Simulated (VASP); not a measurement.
The system is MnZn3.

```
Mn Zn
1.0
     3.75419    0.00000    0.00000
     0.00000    3.75419    0.00000
     0.00000    0.00000    3.75419
Mn Zn
1 3
Direct
  0.00000 0.00000 0.00000
  0.00000 0.50000 0.50000
  0.50000 0.00000 0.50000
  0.50000 0.50000 0.00000
```

This cell differs from its parent crystal: volume scaled by 0.92.

Base run:

| Item | Value |
| --- | --- |
| Program | VASP 6.6.1 |
| Functional | PBEsol |
| Potentials or basis | VASP PAW PBE potentials, release 64 (Mn_pv, Zn) |
| Cutoff | 520 eV |
| k mesh | 7 × 7 × 7 |
| Occupations | fermi-dirac, width 0.03 eV |
| Spin | no spin polarisation |

Its results: pressure -7.1 GPa.

Question: The run is repeated on the same cell with these changes: spin from no spin polarisation to collinear spin, ferromagnetic start; further incar settings from ALGO = Normal; EDIFF = 1e-07; NBANDS = 32 to ALGO = Normal; EDIFF = 1e-06; NBANDS = 36. What comes out?

Answer: Pressure -1.4 GPa; net moment 2.48 μB per cell; site moments Mn +2.71; Zn -0.07 μB.

Caveats: the PAW data sets were made with another functional, which shifts forces and pressure a little.
